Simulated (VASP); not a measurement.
Crystal: BaC5.

```
Ba C
1.0
     5.13529    0.00000    0.00000
    -2.56765    4.44730    0.00000
     0.00000    0.00000    2.75993
Ba C
1 5
Direct
  0.00000 0.00000 0.00000
  0.50000 0.00000 0.00000
  0.00000 0.50000 0.00000
  0.50000 0.50000 0.00000
  0.33333 0.66667 0.50000
  0.66667 0.33333 0.50000
```

The cell was built from a structure type or drawn by symmetry, and may not be a known phase.

- Program: VASP 6.6.1
- Task: relaxation of cell and atoms
- Functional: PBE
- Potentials or basis: VASP PAW PBE potentials, release 64 (Ba_sv, C_h)
- Cutoff: 910 eV
- k mesh: 9 × 9 × 14
- Occupations: gaussian, width 0.1 eV
- Spin: no spin polarisation

At the start: pressure 3.6 GPa; volume 10.51 Å³/atom.

Where does the relaxation end?

Over 6 steps the energy falls by 3.7 meV/atom and the volume is 10.85 Å³/atom (+3.2 %); space group P6/mmm (No. 191, to 0.1 Å) before and after.

The path:
| step | energy change (eV) | largest force (eV/Å) | pressure (GPa) | volume (Å³) |
| --- | --- | --- | --- | --- |
| 1 | 0.0000 | 0.0000 | 3.58 | 63.03 |
| 2 | -0.0217 | 0.0000 | -0.30 | 65.20 |
| 3 | -0.0220 | 0.0000 | 0.10 | 64.98 |
| 4 | -0.0220 | 0.0000 | 0.01 | 65.02 |
| 5 | -0.0222 | 0.0000 | -0.10 | 65.10 |
| 6 | -0.0222 | 0.0000 | -0.07 | 65.07 |

Final structure:
```cif
data_structure
_symmetry_space_group_name_H-M 'P 1'
_symmetry_Int_Tables_number 1
_cell_length_a 5.1928
_cell_length_b 5.1928
_cell_length_c 2.7866
_cell_angle_alpha 90.000
_cell_angle_beta 90.000
_cell_angle_gamma 120.000
_cell_volume 65.07
loop_
_atom_site_label
_atom_site_type_symbol
_atom_site_fract_x
_atom_site_fract_y
_atom_site_fract_z
_atom_site_occupancy
Ba1 Ba 0.00000 0.00000 0.00000 1
C1 C 0.50000 0.00000 0.00000 1
C2 C 0.00000 0.50000 0.00000 1
C3 C 0.50000 0.50000 0.00000 1
C4 C 0.33333 0.66667 0.50000 1
C5 C 0.66667 0.33333 0.50000 1
```

Caveat: the cutoff is under 1.25 times the usual one of these potentials, so pressure, stress and relaxed cells hold a basis-set (Pulay) error.
